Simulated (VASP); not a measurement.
Here is a VASP 6.6.1 calculation.

INCAR

```
PREC = Accurate ; ENCUT = 520
EDIFF = 1E-7 ; ISMEAR = 0
SIGMA = 0.05 ; LREAL = False
LASPH = True ; NELM = 60
ALGO = Normal ; ISIF = 2
LWAVE = False ; LCHARG = False
GGA = PE ; IVDW = 12
NBANDS = 20
```

The input KPOINTS:

```
Automatic mesh
0
Gamma
  9 9 4
```

POSCAR

```
Al2O3
1.0
    2.7886129015      0.0000000000      0.0000000000
   -1.3943064508      2.4150096140      0.0000000000
    0.0000000000      0.0000000000      7.0962667811
Al O
2 3
Direct
    0.0000000000      0.0000000000      0.1907358529
    0.0000000000      0.0000000000      0.8092641471
    0.3333333333      0.6666666667      0.2703868429
    0.6666666667      0.3333333333      0.0000000000
    0.3333333333      0.6666666667      0.7296131571
```

Potentials or basis: VASP PAW PBE potentials, release 64 (Al, O).

Run with:

```bash
$ cat potpaw_PBE.64/Al/POTCAR potpaw_PBE.64/O/POTCAR > POTCAR
$ mpirun -np 1 vasp_std > vasp.out
```

Question: Predict the band gap on the k mesh.

Answer: 5.62 eV, indirect (least direct gap 5.84 eV).

Question: Predict the pressure.

Answer: 28.6 GPa.

Question: Predict the dispersion energy per atom.

Answer: -0.212 eV.

Forces on the atoms (eV/Å):
```
Al   0.000  0.000 -2.009
Al   0.000  0.000  2.009
O    0.000  0.000  3.067
O    0.000  0.000  0.000
O    0.000  0.000 -3.067
```

Caveat: forces of over 1 eV/Å act on the atoms, so gaps and moduli don't describe the material at rest. PBE gaps usually lie below the measured ones, often by a third to a half.
